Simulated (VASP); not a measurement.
# SiC (Moissanite 6H) (P6_3mc) in VASP: notebook

Runs on SiC (Moissanite 6H). Level: PBE. Tasks: relaxation of shape and atoms at fixed volume.

Everything below comes from runs of VASP 6.6.1. Logs are shortened: lines on timing, memory, paths and dates and some standing lists are left out, and cuts for length are marked.

### Step 1. The cell of the first run

It takes space group P6_3mc (No. 186, hexagonal). Conventional cell: a = 2.999 Å, b = 2.999 Å, c = 14.714 Å, α = 90.00°, β = 90.00°, γ = 120.00°. Si (site symmetry 3m) has 4 C at 1.84 Å within 2.4 Å. Si (site symmetry 3m) has 4 C at 1.84 Å within 2.4 Å. Si (site symmetry 3m) has 4 C at 1.84 Å within 2.4 Å. Within 2.4 Å of C (site symmetry 3m) lie 4 Si at 1.84 Å. Within 2.4 Å of C (site symmetry 3m) lie 4 Si at 1.84 Å. Within 2.4 Å of C (site symmetry 3m) lie 4 Si at 1.84 Å.

### Step 2. Relaxation of shape and atoms at fixed volume, PBE (volume scaled by 0.91)

Input file INCAR:

```
PREC     = Accurate       # precision mode
ENCUT    = 600            # plane-wave cutoff, eV
EDIFF    = 1E-7           # SCF threshold, eV
ISMEAR   = 0              # smearing method
SIGMA    = 0.02           # smearing width, eV
LREAL    = F              # projectors in reciprocal space
LASPH    = T              # aspherical terms in the spheres
NELM     = 60             # most SCF steps
ALGO     = Normal         # electronic algorithm
ISIF     = 4              # what is computed and relaxed
LWAVE    = F              # write WAVECAR
LCHARG   = F              # write CHGCAR
GGA      = PE             # functional
IBRION   = 2              # ionic algorithm
NSW      = 50             # ionic steps
EDIFFG   = -0.01          # ionic threshold
```

Input file KPOINTS:

```
regular mesh
0
Gamma
  12 12 2
```

Input file POSCAR:

```
SiC
1.0
    2.9994485343      0.0000000000      0.0000000000
   -1.4997242671      2.5975986280      0.0000000000
    0.0000000000      0.0000000000     14.7141543345
Si C
6 6
Direct
    0.0000000000      0.0000000000      0.1250249640
    0.0000000000      0.0000000000      0.6250249640
    0.3333333333      0.6666666667      0.2918266653
    0.6666666667      0.3333333333      0.7918266653
    0.3333333333      0.6666666667      0.9583302101
    0.6666666667      0.3333333333      0.4583302101
    0.0000000000      0.0000000000     -0.0003144236
    0.0000000000      0.0000000000      0.4996855764
    0.3333333333      0.6666666667      0.1668154387
    0.6666666667      0.3333333333      0.6668154387
    0.3333333333      0.6666666667      0.8333171454
    0.6666666667      0.3333333333      0.3333171454
```

Potentials or basis: VASP PAW PBE potentials, release 64 (Si, C).

The run is started by

```
$ cat potpaw_PBE.64/Si/POTCAR potpaw_PBE.64/C/POTCAR > POTCAR
$ mpirun -np 1 vasp_std > vasp.out
```

OUTCAR:

```text
PREC = Accurate
   ENCUT = 600
   EDIFF = 1E-7
   ISMEAR = 0
   LREAL = F
   LASPH = T
   NELM = 60
   ISIF = 4
   GGA = PE
   IBRION = 2
   NSW = 50
   EDIFFG = -0.01

 ion  position               nearest neighbor table
   1  0.000  0.000  0.125-   9 1.84   9 1.84   9 1.84   7 1.84   5 3.00   5 3.00   5 3.00   3 3.00
                             3 3.00   3 3.00
   2  0.000  0.000  0.625-  10 1.84  10 1.84  10 1.84   8 1.84   6 3.00   6 3.00   6 3.00   4 3.00
                             4 3.00   4 3.00
   3  0.333  0.667  0.292-  12 1.84  12 1.84  12 1.84   9 1.84   6 3.00   6 3.00   6 3.00   1 3.00
                             1 3.00   1 3.00
   4  0.667  0.333  0.792-  11 1.84  11 1.84  11 1.84  10 1.84   5 3.00   5 3.00   5 3.00   2 3.00
                             2 3.00   2 3.00
   5  0.333  0.667  0.958-   7 1.84   7 1.84   7 1.84  11 1.84   4 3.00   4 3.00   4 3.00   1 3.00
                             1 3.00   1 3.00
   6  0.667  0.333  0.458-   8 1.84   8 1.84   8 1.84  12 1.84   3 3.00   3 3.00   3 3.00   2 3.00
                             2 3.00   2 3.00
   7  0.000  0.000  1.000-   5 1.84   5 1.84   5 1.84   1 1.84
   8  0.000  0.000  0.500-   6 1.84   6 1.84   6 1.84   2 1.84
   9  0.333  0.667  0.167-   1 1.84   1 1.84   1 1.84   3 1.84
  10  0.667  0.333  0.667-   2 1.84   2 1.84   2 1.84   4 1.84
  11  0.333  0.667  0.833-   4 1.84   4 1.84   4 1.84   5 1.84
  12  0.667  0.333  0.333-   3 1.84   3 1.84   3 1.84   6 1.84

  LATTYP: Found a hexagonal cell.
 ALAT       =     2.9994485343
 C/A-ratio  =     4.9056198719

  Lattice vectors:

 A1 = (   2.9994485343,   0.0000000000,   0.0000000000)
 A2 = (  -1.4997242671,   2.5975986280,   0.0000000000)
 A3 = (   0.0000000000,   0.0000000000,  14.7141543345)

Analysis of symmetry for initial positions (statically):
=====================================================================
 Subroutine PRICEL returns:
 Original cell was already a primitive cell.

 Routine SETGRP: Setting up the symmetry group for a
 hexagonal supercell.

 Subroutine GETGRP returns: Found 12 space group operations
 (whereof  6 operations were pure point group operations)
 out of a pool of 24 trial point group operations.

The static configuration has the point symmetry C_3v.
 The point group associated with its full space group is C_6v.

Analysis of symmetry for dynamics (positions and initial velocities):
=====================================================================
 Subroutine PRICEL returns:
 Original cell was already a primitive cell.

 Routine SETGRP: Setting up the symmetry group for a
 hexagonal supercell.

 Subroutine GETGRP returns: Found 12 space group operations
[... 130 lines left out ...]
   ISIF   =      4    stress and relaxation
   ISYM   =      2    0-nonsym 1-usesym 2-fastsym
   POTIM  = 0.5000    time-step for ionic-motion
   TEBEG  =    0.0;   TEEND  =   0.0 temperature during run
   PSTRESS=    0.0 pullay stress
   NELECT =      48.0000    total number of electrons
   NUPDOWN=      -1.0000    fix difference up-down
   EMIN   =  10.00;   EMAX   =-10.00  energy-range for DOS
   EFERMI =   0.00;   METHOD = LEGACY
   ISMEAR =     0;   SIGMA  =   0.02  broadening in eV -4-tet -1-fermi 0-gaus
   EFERMI_NEDOS =   21; number of points for ismear=-14 and -15
   IALGO  =     38    algorithm
   IMIX   =      4    mixing-type and parameters
     AMIX     =   0.40;   BMIX     =  1.00
     AMIX_MAG =   1.60;   BMIX_MAG =  1.00
  volume/ion in A,a.u.               =       9.55        64.47
  Fermi-wavevector in a.u.,A,eV,Ry     =   1.224726  2.314397 20.408115  1.499954
  Thomas-Fermi vector in A             =   2.359790
   LORBIT       =      0    0 simple, 1 ext, 2 COOP (PROOUT), +10 PAW based schemes
   GGA     = PE    functional components
   LHFCALC =     F    Hartree Fock is set to
   AEXX    =    0.0000 exact exchange contribution
   IVDW    =     0    specifies the selected vdW correction
   LEPSILON=     F    determine dielectric tensor
   LRPA    =     F    only Hartree local field effects (RPA)
 conjugate gradient relaxation of ions
 non-spin polarized calculation
 Gauss-broadening in eV      SIGMA  =   0.02
  energy-cutoff  :      600.00
  volume of cell :      114.64
 maximum number of plane-waves:      3894
 NGX is ok and might be reduce to    24
   NGX = 11   NGY = 11   NGZ = 59

--------------------------------------- Ionic step        1  -------------------------------------------

 number of electron      47.9999999 magnetization

 Free energy of the ion-electron system (eV)
  ---------------------------------------------------
  ext. energy  EPLUGINS =         0.00000000
  ---------------------------------------------------
  free energy    TOTEN  =       -89.59458312 eV

  energy without entropy =      -89.59458312  energy(sigma->0) =      -89.59458312

------------------------ aborting loop because EDIFF is reached ----------------------------------------

  FORCE on cell =-STRESS in cart. coord.  units (eV):
  Direction    XX          YY          ZZ          XY          YZ          ZX
  --------------------------------------------------------------------------------------
  -------------------------------------------------------------------------------------
  Total       17.1037041     17.1037041     17.0315560      0.0000000      0.0000000     -0.0000000
  in kB      239.0297673    239.0297673    238.0214743      0.0000000      0.0000000     -0.0000000
  external PRESSURE =     238.6936696 kB  Pullay stress =       0.0000000 kB
[... 79 lines left out ...]
--------------------------------------- Ionic step        3  -------------------------------------------

 number of electron      47.9999999 magnetization

 Free energy of the ion-electron system (eV)
  ---------------------------------------------------
  ext. energy  EPLUGINS =         0.00000000
  ---------------------------------------------------
  free energy    TOTEN  =       -89.59459553 eV

  energy without entropy =      -89.59459553  energy(sigma->0) =      -89.59459553

 E-fermi :   9.2032     XC(G=0): -11.7058

 val. band max:        9.0736458674   @ k =   0.0000   0.0000   0.0000
 cond. band min:      11.0762583495   @ k =   0.5000   0.0000   0.0000
 fundamental gap:      2.0026124822
 Fermi energy:         9.2031885949

 k-point     1 :       0.0000    0.0000    0.0000
  band No.  band energies     occupation
      1      -7.0245      2.00000
      2      -6.4699      2.00000
      3      -6.4295      2.00000
      4      -4.8274      2.00000
      5      -4.7980      2.00000
      6      -3.1492      2.00000
[... 805 lines left out ...]
     30      14.7219      0.00000
     31      15.6916      0.00000

 [... further k-points ...]
[... 5 lines left out ...]
  --------------------------------------------------------------------------------------
  -------------------------------------------------------------------------------------
  Total       17.0763492     17.0763492     17.0823216      0.0000000      0.0000000      0.0000000
  in kB      238.6474747    238.6474747    238.7309408      0.0000000      0.0000000      0.0000000
  external PRESSURE =     238.6752967 kB  Pullay stress =       0.0000000 kB
[... 27 lines left out ...]
  FREE ENERGIE OF THE ION-ELECTRON SYSTEM (eV)
  ---------------------------------------------------
  free  energy   TOTEN  =       -89.5945955261 eV

  energy  without entropy=      -89.5945955261  energy(sigma->0) =      -89.59459553

 reached required accuracy - stopping structural energy minimisation
```

CONTCAR:

```text
SiC
   1.00000000000000
     2.9995613314487715    0.0000000000015441   -0.0000000000000000
    -1.4997806656730468    2.5976963131929804    0.0000000000000000
     0.0000000000000000    0.0000000000000000   14.7130477170689868
  Si              C
     6     6
Direct
     0.0000000000000000    0.0000000000000000    0.1250014191555379
     0.0000000000000000    0.0000000000000000    0.6250014191555380
     0.3333333332999970    0.6666666667000030    0.2918277099554098
     0.6666666667000030    0.3333333332999970    0.7918277099554097
     0.3333333332999970    0.6666666667000030    0.9583336506663651
     0.6666666667000030    0.3333333332999970    0.4583336506663652
     0.0000000000000000    0.0000000000000000    0.9997021338235278
     0.0000000000000000    0.0000000000000000    0.4997021338235278
     0.3333333332999970    0.6666666667000030    0.1668177473752172
     0.6666666667000030    0.3333333332999970    0.6668177473752172
     0.3333333332999970    0.6666666667000030    0.8333173389239402
     0.6666666667000030    0.3333333332999970    0.3333173389239403

  0.00000000E+00  0.00000000E+00  0.00000000E+00
  0.00000000E+00  0.00000000E+00  0.00000000E+00
  0.00000000E+00  0.00000000E+00  0.00000000E+00
  0.00000000E+00  0.00000000E+00  0.00000000E+00
  0.00000000E+00  0.00000000E+00  0.00000000E+00
  0.00000000E+00  0.00000000E+00  0.00000000E+00
  0.00000000E+00  0.00000000E+00  0.00000000E+00
  0.00000000E+00  0.00000000E+00  0.00000000E+00
  0.00000000E+00  0.00000000E+00  0.00000000E+00
  0.00000000E+00  0.00000000E+00  0.00000000E+00
  0.00000000E+00  0.00000000E+00  0.00000000E+00
  0.00000000E+00  0.00000000E+00  0.00000000E+00
```

Wall time 9.9 min (1 thread of AMD EPYC 7R13, shared host); peak memory 0.29 GiB.

Results:

```
Free energy                  : -89.5946 eV
Energy gained by relaxing    : 0.0 meV/atom
Ionic steps                  : 3
Pressure after relaxing      : 23.9 GPa
Largest force after relaxing : 0.004 eV/Å
Band gap on the k mesh       : 2.00 eV, indirect (least direct gap 3.12 eV)
```

Forces on the atoms (eV/Å):
```
Si   0.000  0.000 -0.001
Si   0.000  0.000 -0.001
Si   0.000  0.000  0.000
Si   0.000  0.000  0.000
Si   0.000  0.000  0.003
Si   0.000  0.000  0.003
C    0.000  0.000  0.000
C    0.000  0.000  0.000
C    0.000  0.000 -0.004
C    0.000  0.000 -0.004
C    0.000  0.000  0.001
C    0.000  0.000  0.001
```

Final structure:
```
CELL_PARAMETERS angstrom
2.99956 0.00000 0.00000
-1.49978 2.59770 0.00000
0.00000 0.00000 14.71305
ATOMIC_POSITIONS crystal
Si 0.00000 0.00000 0.12500
Si 0.00000 0.00000 0.62500
Si 0.33333 0.66667 0.29183
Si 0.66667 0.33333 0.79183
Si 0.33333 0.66667 0.95833
Si 0.66667 0.33333 0.45833
C 0.00000 0.00000 0.99970
C 0.00000 0.00000 0.49970
C 0.33333 0.66667 0.16682
C 0.66667 0.33333 0.66682
C 0.33333 0.66667 0.83332
C 0.66667 0.33333 0.33332
```

 A k mesh can miss the band edges.

### Step 3. Relaxation of shape and atoms at fixed volume, PBE (volume scaled by 0.94)

Input file INCAR:

```
SYSTEM = SiC
PREC = Accurate
ENCUT = 600
EDIFF = 1E-6
ISMEAR = 0
SIGMA = 0.02
LREAL = .False.
LASPH = .True.
NELM = 100
ALGO = Normal
ISIF = 4
LWAVE = .False.
LCHARG = .False.
GGA = PE
IBRION = 2
NSW = 50
EDIFFG = -0.01
```

Input file KPOINTS:

```
Automatic mesh
0
Gamma
  12 12 2
  0 0 0
```

Input file POSCAR:

```
SiC
1.0
    3.0318171190      0.0000000000      0.0000000000
   -1.5159085595      2.6256306447      0.0000000000
    0.0000000000      0.0000000000     14.8764256351
Si C
6 6
Direct
    0.0000000000      0.0000000000      0.1250399221
    0.0000000000      0.0000000000      0.6250399221
    0.3333333333      0.6666666667      0.2918177992
    0.6666666667      0.3333333333      0.7918177992
    0.3333333333      0.6666666667      0.9583095063
    0.6666666667      0.3333333333      0.4583095063
    0.0000000000      0.0000000000     -0.0003123163
    0.0000000000      0.0000000000      0.4996876837
    0.3333333333      0.6666666667      0.1668296831
    0.6666666667      0.3333333333      0.6668296831
    0.3333333333      0.6666666667      0.8333154056
    0.6666666667      0.3333333333      0.3333154056
```

Potentials or basis: VASP PAW PBE potentials, release 64 (Si, C).

The run is started by

```
$ cat potpaw_PBE.64/Si/POTCAR potpaw_PBE.64/C/POTCAR > POTCAR
$ mpirun -np 1 vasp_std > vasp.out
```

Run time: 8.9 min. Hardware: 1 thread of AMD EPYC 7R13, shared host; peak memory 0.3 GiB.

The run converged. Its results:

```yaml
Free_energy: -90.0503 eV
Energy_gained_by_relaxing: 0.0 meV/atom
Ionic_steps: 3
Pressure_after_relaxing: 14.6 GPa
Largest_force_after_relaxing: 0.005 eV/Å
Band_gap_on_the_k_mesh: 2.01 eV, indirect (least direct gap 3.12 eV)
```

Forces in eV/Å, atoms in the order of the input:
```
Si   0.000  0.000  0.000
Si   0.000  0.000  0.000
Si   0.000  0.000  0.001
Si   0.000  0.000  0.001
Si   0.000  0.000  0.004
Si   0.000  0.000  0.004
C    0.000  0.000 -0.002
C    0.000  0.000 -0.002
C    0.000  0.000 -0.005
C    0.000  0.000 -0.005
C    0.000  0.000  0.001
C    0.000  0.000  0.001
```

Final structure:
```xyz
12
Lattice="3.0320 0.0000 0.0000 -1.5160 2.6258 0.0000 0.0000 0.0000 14.8747" Properties=species:S:1:pos:R:3 pbc="T T T"
Si    0.0000    0.0000    1.8595
Si    0.0000    0.0000    9.2969
Si    0.0000    1.7505    4.3407
Si    1.5160    0.8753   11.7781
Si    0.0000    1.7505   14.2546
Si    1.5160    0.8753    6.8173
C     0.0000    0.0000   14.8702
C     0.0000    0.0000    7.4329
C     0.0000    1.7505    2.4815
C     1.5160    0.8753    9.9189
C     0.0000    1.7505   12.3953
C     1.5160    0.8753    4.9579
```

Levels at points of the mesh, in eV from the valence-band top:
```
           k point  band 20  band 21  band 22  band 23  band 24  band 25  band 26  band 27  band 28  band 29
(0.00, 0.00, 0.00)    -0.30    -0.30    -0.04     0.00     0.00     5.60     5.76     6.19     6.70     6.85
(0.50, 0.00, 0.00)    -2.30    -1.85    -1.82    -1.70    -1.11     2.01     2.23     3.30     3.97     4.73
(0.00, 0.00, 0.50)    -0.64    -0.10    -0.10    -0.10    -0.10     5.66     5.66     6.42     6.42     7.17
(0.50, 0.00, 0.50)    -2.41    -1.75    -1.75    -1.32    -1.32     2.07     2.07     3.51     3.51     5.05
```

### Step 4. Relaxation of shape and atoms at fixed volume, PBE (volume scaled by 1.06)

Input file INCAR:

```
SYSTEM = SiC
PREC     = Accurate       ! precision mode
ENCUT    = 600            ! plane-wave cutoff, eV
EDIFF    = 1E-6           ! SCF threshold, eV
ISMEAR   = 0              ! smearing method
SIGMA    = 0.02           ! smearing width, eV
LREAL    = .False.        ! projectors in reciprocal space
LASPH    = .True.         ! aspherical terms in the spheres
NELM     = 60             ! most SCF steps
ALGO     = Normal         ! electronic algorithm
ISIF     = 4              ! what is computed and relaxed
LWAVE    = .False.        ! write WAVECAR
LCHARG   = .False.        ! write CHGCAR
GGA      = PE             ! functional
IBRION   = 2              ! ionic algorithm
NSW      = 50             ! ionic steps
EDIFFG   = -0.01          ! ionic threshold
```

Input file KPOINTS:

```
regular mesh
0
Gamma
  12 12 2
  0 0 0
```

Edit POSCAR of step 3 so:

```diff
@@ -2,5 +2,5 @@
 1.0
-    3.0318171190      0.0000000000      0.0000000000
-   -1.5159085595      2.6256306447      0.0000000000
-    0.0000000000      0.0000000000     14.8764256351
+    3.1556997208      0.0000000000      0.0000000000
+   -1.5778498604      2.7329161249      0.0000000000
+    0.0000000000      0.0000000000     15.4842889200
 Si C
```

The run is started by

```
$ cat potpaw_PBE.64/Si/POTCAR potpaw_PBE.64/C/POTCAR > POTCAR
$ mpirun -np 1 vasp_std > vasp.out
```

Wall time 2.8 min (1 thread of AMD EPYC 9R45 (Zen 5), shared host); peak memory 0.35 GiB.

It converged, with:

- Free energy: -90.1074 eV
- Energy gained by relaxing: 0.0 meV/atom
- Ionic steps: 3
- Pressure after relaxing: -11.2 GPa
- Largest force after relaxing: 0.005 eV/Å
- Band gap on the k mesh: 2.04 eV, indirect (least direct gap 3.12 eV)

Forces in eV/Å, atoms in the order of the input:
```
Si   0.000  0.000  0.000
Si   0.000  0.000  0.000
Si   0.000  0.000  0.000
Si   0.000  0.000  0.000
Si   0.000  0.000 -0.003
Si   0.000  0.000 -0.003
C    0.000  0.000  0.000
C    0.000  0.000  0.000
C    0.000  0.000  0.005
C    0.000  0.000  0.005
C    0.000  0.000 -0.002
C    0.000  0.000 -0.002
```

Final structure:
```
Si C
1.0
     3.15547    0.00000    0.00000
    -1.57774    2.73272    0.00000
     0.00000    0.00000   15.48650
Si C
6 6
Direct
  0.00000 0.00000 0.12507
  0.00000 0.00000 0.62507
  0.33333 0.66667 0.29181
  0.66667 0.33333 0.79181
  0.33333 0.66667 0.95830
  0.66667 0.33333 0.45830
  0.00000 0.00000 0.99967
  0.00000 0.00000 0.49967
  0.33333 0.66667 0.16683
  0.66667 0.33333 0.66683
  0.33333 0.66667 0.83332
  0.66667 0.33333 0.33332
```

Levels at points of the mesh, in eV from the valence-band top:
```tsv
k point	band 22	band 23	band 24	band 25	band 26	band 27
(0.00, 0.00, 0.00)	-0.03	0.00	0.00	4.56	4.74	5.11
(0.50, 0.00, 0.00)	-1.72	-1.60	-1.08	2.04	2.19	3.09
(0.00, 0.00, 0.50)	-0.09	-0.09	-0.09	4.63	4.63	5.34
(0.50, 0.00, 0.50)	-1.66	-1.27	-1.27	2.06	2.06	3.32
```

### Step 5. Overview

| cell | gap on the mesh (eV) | pressure (GPa) |
| --- | --- | --- |
| relaxed from a = 2.999, b = 2.999, c = 14.714 Å, angles 90.0, 90.0, 120.0°, 12 atoms | 2.00 | 23.9 |
| relaxed from a = 3.032, b = 3.032, c = 14.876 Å, angles 90.0, 90.0, 120.0°, 12 atoms | 2.01 | 14.6 |
| relaxed from a = 3.156, b = 3.156, c = 15.484 Å, angles 90.0, 90.0, 120.0°, 12 atoms | 2.04 | -11.2 |

Alike in all rows: task relaxation of shape and atoms at fixed volume; level PBE; potentials or basis VASP PAW PBE potentials, release 64 (Si, C); no spin polarisation; k mesh 12 × 12 × 2; cutoff (eV) 600; smearing gaussian 0.02 eV.

Absolute energies hang on the potentials; compare differences alone.
